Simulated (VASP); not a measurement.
# C (P6_3/mmc) in VASP: single point with PBE

Aim: the single point of C with PBE.

The COD entry that gives the cell may itself be a prediction, so a difference from it is no test against experiment.

Program: VASP 6.6.1. These are calculated values, not measurements. Logs are shortened: lines on timing, memory, paths and dates and some standing lists are left out, and cuts for length are marked.

## 1. The cell of the first run

It takes space group P6_3/mmc (No. 194, hexagonal). The conventional cell has a = 2.522 Å, b = 2.522 Å, c = 8.237 Å, α = 90.00°, β = 90.00°, γ = 120.00°. Within 2.1 Å of C (site symmetry 3m) lie 4 C at 1.54 Å. Within 2.1 Å of C (site symmetry 3m) lie 4 C at 1.54 Å.

## 2. Single point, PBE

INCAR

```
SYSTEM = C
PREC = Accurate ; ENCUT = 520
EDIFF = 1E-6 ; ISMEAR = 0
SIGMA = 0.05 ; LREAL = .False.
LASPH = .True. ; NELM = 80
ALGO = Normal ; ISIF = 2
LWAVE = .False. ; LCHARG = .False.
GGA = PE ; NBANDS = 26
```

KPOINTS

```
Automatic mesh
0
Gamma
  12 12 4
  0 0 0
```

POSCAR

```
C
1.0
    2.5220988435      0.0000000000      0.0000000000
   -1.2610494217      2.1842016693      0.0000000000
    0.0000000000      0.0000000000      8.2371000000
C
8
Direct
    0.0000000000      0.0000000000      0.0937500000
    0.0000000000      0.0000000000      0.5937500000
    0.0000000000      0.0000000000      0.4062500000
    0.0000000000      0.0000000000      0.9062500000
    0.3333333333      0.6666666667      0.1562500000
    0.6666666667      0.3333333333      0.6562500000
    0.3333333333      0.6666666667      0.3437500000
    0.6666666667      0.3333333333      0.8437500000
```

Potentials or basis: VASP PAW PBE potentials, release 64 (C).

Launch:

```console
cat potpaw_PBE.64/C/POTCAR > POTCAR
mpirun -np 1 vasp_std > vasp.out
```

OUTCAR:

```text
SYSTEM = C
   PREC = Accurate
   ENCUT = 520
   EDIFF = 1E-6
   ISMEAR = 0
   LREAL = .False.
   LASPH = .True.
   NELM = 80
   ISIF = 2
   GGA = PE

 ion  position               nearest neighbor table
   1  0.000  0.000  0.094-   4 1.54   5 1.54   5 1.54   5 1.54
   2  0.000  0.000  0.594-   3 1.54   6 1.54   6 1.54   6 1.54
   3  0.000  0.000  0.406-   2 1.54   7 1.54   7 1.54   7 1.54
   4  0.000  0.000  0.906-   1 1.54   8 1.54   8 1.54   8 1.54
   5  0.333  0.667  0.156-   7 1.54   1 1.54   1 1.54   1 1.54
   6  0.667  0.333  0.656-   8 1.54   2 1.54   2 1.54   2 1.54
   7  0.333  0.667  0.344-   5 1.54   3 1.54   3 1.54   3 1.54
   8  0.667  0.333  0.844-   6 1.54   4 1.54   4 1.54   4 1.54

  LATTYP: Found a hexagonal cell.
 ALAT       =     2.5220988435
 C/A-ratio  =     3.2659703331

  Lattice vectors:

 A1 = (   2.5220988435,   0.0000000000,   0.0000000000)
 A2 = (  -1.2610494217,   2.1842016693,   0.0000000000)
 A3 = (   0.0000000000,   0.0000000000,   8.2371000000)

Analysis of symmetry for initial positions (statically):
=====================================================================
 Subroutine PRICEL returns:
 Original cell was already a primitive cell.

 Routine SETGRP: Setting up the symmetry group for a
 hexagonal supercell.

 Subroutine GETGRP returns: Found 24 space group operations
 (whereof 12 operations were pure point group operations)
 out of a pool of 24 trial point group operations.

The static configuration has the point symmetry D_3d.
 The point group associated with its full space group is D_6h.

Analysis of symmetry for dynamics (positions and initial velocities):
=====================================================================
 Subroutine PRICEL returns:
 Original cell was already a primitive cell.

 Routine SETGRP: Setting up the symmetry group for a
 hexagonal supercell.

 Subroutine GETGRP returns: Found 24 space group operations
 (whereof 12 operations were pure point group operations)
 out of a pool of 24 trial point group operations.

The dynamic configuration has the point symmetry D_3d.
 The point group associated with its full space group is D_6h.

 Subroutine INISYM returns: Found 24 space group operations
 (whereof 12 operations are pure point group operations),
 and found     1 'primitive' translations

----------------------------------------------------------------------------------------

                                     Primitive cell

  volume of cell :      45.3763

  direct lattice vectors                    reciprocal lattice vectors
     2.522098843  0.000000000  0.000000000     0.396495166  0.228916591  0.000000000
    -1.261049422  2.184201669  0.000000000     0.000000000  0.457833182  0.000000000
     0.000000000  0.000000000  8.237100000     0.000000000  0.000000000  0.121401950

  length of vectors
     2.522098843  2.522098843  8.237100000     0.457833182  0.457833182  0.121401950

  position of ions in fractional coordinates (direct lattice)
     0.000000000  0.000000000  0.093750000
     0.000000000  0.000000000  0.593750000
     0.000000000  0.000000000  0.406250000
     0.000000000  0.000000000  0.906250000
     0.333333333  0.666666667  0.156250000
     0.666666667  0.333333333  0.656250000
     0.333333333  0.666666667  0.343750000
     0.666666667  0.333333333  0.843750000

  ion indices of the primitive-cell ions
   primitive index   ion index
                 1           1
                 2           2
                 3           3
                 4           4
                 5           5
                 6           6
                 7           7
                 8           8

----------------------------------------------------------------------------------------

 KPOINTS: Automatic mesh

Automatic generation of k-mesh.
 Grid dimensions read from file:
 generate k-points for:   12   12    4

 Generating k-lattice:

  Cartesian coordinates                     Fractional coordinates (reciprocal lattice)
     0.033041264  0.019076383  0.000000000     0.083333333  0.000000000  0.000000000
     0.000000000  0.038152765  0.000000000     0.000000000  0.083333333  0.000000000
     0.000000000  0.000000000  0.030350487     0.000000000  0.000000000  0.250000000

  Length of vectors
     0.038152765  0.038152765  0.030350487

  Shift w.r.t. Gamma in fractional coordinates (k-lattice)
     0.000000000  0.000000000  0.000000000

 Subroutine IBZKPT returns following result:
 ===========================================

 Found     57 irreducible k-points:

 Following reciprocal coordinates:
            Coordinates               Weight
  0.000000  0.000000  0.000000      1.000000
  0.083333  0.000000  0.000000      6.000000
  0.166667  0.000000  0.000000      6.000000
  0.250000  0.000000  0.000000      6.000000
  0.333333  0.000000  0.000000      6.000000
  0.416667  0.000000  0.000000      6.000000
[... 16 lines left out ...]
  0.250000  0.000000  0.250000     12.000000
  0.333333  0.000000  0.250000     12.000000
 [... further k-points ...]
   k-points           NKPTS =     57   k-points in BZ     NKDIM =     57   number of bands    NBANDS=     26
   number of dos      NEDOS =    301   number of ions     NIONS =      8
   total plane-waves  NPLWV =  25600
   dimension x,y,z NGX =    20 NGY =   20 NGZ =   64
   dimension x,y,z NGXF=    40 NGYF=   40 NGZF=  128
   ions per type =               8
   NGX,Y,Z   is equivalent  to a cutoff of  13.18, 13.18, 12.92 a.u.
   NGXF,Y,Z  is equivalent  to a cutoff of  26.37, 26.37, 25.83 a.u.
 SYSTEM =  C
   PREC   = accura    normal or accurate (medium, high low for compatibility)
   ISTART =      0    job   : 0-new  1-cont  2-samecut
   ICHARG =      2    charge: 1-file 2-atom 10-const
   ISPIN  =      1    spin polarized calculation?
   LNONCOLLINEAR =      F non collinear calculations
   LSORBIT =      F    spin-orbit coupling
   LASPH  =      T    aspherical Exc in radial PAW
   ENCUT  =  520.0 eV  38.22 Ry    6.18 a.u.   4.69  4.69 15.32*2*pi/ulx,y,z
   NELM   =     80;   NELMIN=  2; NELMDL= -5     # of ELM steps
   EDIFF  = 0.1E-05   stopping-criterion for ELM
   LREAL  =      F    real-space projection
   EDIFFG = 0.1E-04   stopping-criterion for IOM
   NSW    =      0    number of steps for IOM
   IBRION =     -1    ionic relax: 0-MD 1-quasi-New 2-CG
   NFREE  =      0    steps in history (QN), initial steepest desc. (CG)
   ISIF   =      2    stress and relaxation
   ISYM   =      2    0-nonsym 1-usesym 2-fastsym
   POTIM  = 0.5000    time-step for ionic-motion
   TEBEG  =    0.0;   TEEND  =   0.0 temperature during run
   PSTRESS=    0.0 pullay stress
   NELECT =      32.0000    total number of electrons
   NUPDOWN=      -1.0000    fix difference up-down
   EMIN   =  10.00;   EMAX   =-10.00  energy-range for DOS
   EFERMI =   0.00;   METHOD = LEGACY
   ISMEAR =     0;   SIGMA  =   0.05  broadening in eV -4-tet -1-fermi 0-gaus
   EFERMI_NEDOS =   21; number of points for ismear=-14 and -15
   IALGO  =     38    algorithm
   IMIX   =      4    mixing-type and parameters
     AMIX     =   0.40;   BMIX     =  1.00
     AMIX_MAG =   1.60;   BMIX_MAG =  1.00
  volume/ion in A,a.u.               =       5.67        38.28
  Fermi-wavevector in a.u.,A,eV,Ry     =   1.457186  2.753683 28.890503  2.123392
  Thomas-Fermi vector in A             =   2.574017
   LORBIT       =      0    0 simple, 1 ext, 2 COOP (PROOUT), +10 PAW based schemes
   GGA     = PE    functional components
   LHFCALC =     F    Hartree Fock is set to
   AEXX    =    0.0000 exact exchange contribution
   IVDW    =     0    specifies the selected vdW correction
   LEPSILON=     F    determine dielectric tensor
   LRPA    =     F    only Hartree local field effects (RPA)
 non-spin polarized calculation
 Gauss-broadening in eV      SIGMA  =   0.05
  energy-cutoff  :      520.00
  volume of cell :       45.38
 maximum number of plane-waves:      1242
 NGX is ok and might be reduce to    20
   NGX =  9   NGY =  9   NGZ = 31

 number of electron      31.9999995 magnetization

 Free energy of the ion-electron system (eV)
  ---------------------------------------------------
  ext. energy  EPLUGINS =         0.00000000
  ---------------------------------------------------
  free energy    TOTEN  =       -72.64805510 eV

  energy without entropy =      -72.64805510  energy(sigma->0) =      -72.64805510

 E-fermi :  10.1342     XC(G=0): -13.2480

 val. band max:        9.8674434320   @ k =   0.0000   0.0000   0.0000
 cond. band min:      14.2800257962   @ k =   0.4167   0.0000   0.0000
 fundamental gap:      4.4125823642
 Fermi energy:        10.1341765790

 k-point     1 :       0.0000    0.0000    0.0000
  band No.  band energies     occupation
      1     -11.7606      2.00000
      2     -10.0661      2.00000
      3     -10.0159      2.00000
      4      -5.9494      2.00000
      5      -3.6617      2.00000
      6       3.1290      2.00000
[... 18 lines left out ...]
     25      18.0874      0.00000
     26      18.0961      0.00000

 k-point     2 :       0.0833    0.0000    0.0000
  band No.  band energies     occupation
      1     -11.5899      2.00000
      2      -9.8988      2.00000
      3      -9.8477      2.00000
      4      -5.7972      2.00000
      5      -3.5051      2.00000
      6       3.2081      2.00000
[... 18 lines left out ...]
     25      18.5439      0.00000
     26      18.6846      0.00000

 k-point     3 :       0.1667    0.0000    0.0000
  band No.  band energies     occupation
      1     -11.0800      2.00000
      2      -9.3995      2.00000
      3      -9.3455      2.00000
      4      -5.3429      2.00000
      5      -3.0485      2.00000
      6       3.3443      2.00000
[... 572 lines left out ...]
 k-point    23 :       0.2500    0.0000    0.2500
  band No.  band energies     occupation
      1     -10.1306      2.00000
      2      -9.2816      2.00000
      3      -7.6190      2.00000
      4      -5.3425      2.00000
      5      -1.4744      2.00000
      6       1.4682      2.00000
[... 18 lines left out ...]
     25      20.1514      0.00000
     26      21.5183      0.00000

 k-point    24 :       0.3333    0.0000    0.2500
  band No.  band energies     occupation
      1      -8.9730      2.00000
      2      -8.1385      2.00000
      3      -6.5123      2.00000
      4      -4.3107      2.00000
      5      -1.3714      2.00000
      6      -0.3642      2.00000
[... 18 lines left out ...]
     25      20.3144      0.00000
     26      22.2212      0.00000

 [... further k-points ...]
[... 5 lines left out ...]
  --------------------------------------------------------------------------------------
  -------------------------------------------------------------------------------------
  Total       -0.3308791     -0.3308791      3.1532924     -0.0000000     -0.0000000      0.0000000
  in kB      -11.6829022    -11.6829022    111.3385716     -0.0000000     -0.0000000      0.0000000
  external PRESSURE =      29.3242558 kB  Pullay stress =       0.0000000 kB

 VOLUME and BASIS-vectors are now :
 -----------------------------------------------------------------------------
  energy-cutoff  :      520.00
  volume of cell :       45.38
      direct lattice vectors                 reciprocal lattice vectors
     2.522098843  0.000000000  0.000000000     0.396495166  0.228916591  0.000000000
    -1.261049422  2.184201669  0.000000000     0.000000000  0.457833182  0.000000000
     0.000000000  0.000000000  8.237100000     0.000000000  0.000000000  0.121401950

 POSITION                                       TOTAL-FORCE (eV/Angst)
 -----------------------------------------------------------------------------------
      0.00000      0.00000      0.77223         0.000000      0.000000     -0.328758
      0.00000      0.00000      4.89078         0.000000     -0.000000     -0.328758
      0.00000      0.00000      3.34632         0.000000      0.000000      0.328758
      0.00000      0.00000      7.46487         0.000000     -0.000000      0.328758
     -0.00000      1.45613      1.28705         0.000000     -0.000000     -0.319741
      1.26105      0.72807      5.40560        -0.000000      0.000000     -0.319741
     -0.00000      1.45613      2.83150         0.000000     -0.000000      0.319741
      1.26105      0.72807      6.95005        -0.000000      0.000000      0.319741
 -----------------------------------------------------------------------------------
    total drift:                               -0.000000      0.000000      0.000000

  FREE ENERGIE OF THE ION-ELECTRON SYSTEM (eV)
  ---------------------------------------------------
  free  energy   TOTEN  =       -72.6480551032 eV

  energy  without entropy=      -72.6480551032  energy(sigma->0) =      -72.64805510
```

Wall time 49 s (1 thread of AMD EPYC 7R13 (Zen 3), shared host); peak memory 0.15 GiB.

What came out:

| Quantity | Value |
| --- | --- |
| Free energy | -72.6481 eV |
| Pressure | 2.9 GPa |
| Largest force | 0.329 eV/Å |
| Band gap on the k mesh | 4.41 eV, indirect (least direct gap 5.18 eV) |

Forces on the atoms (eV/Å):
```
C    0.000  0.000 -0.329
C    0.000  0.000 -0.329
C    0.000  0.000  0.329
C    0.000  0.000  0.329
C    0.000  0.000 -0.320
C    0.000  0.000 -0.320
C    0.000  0.000  0.320
C    0.000  0.000  0.320
```

A k mesh can miss the band edges. PBE gaps usually lie below the measured ones, often by a third to a half.
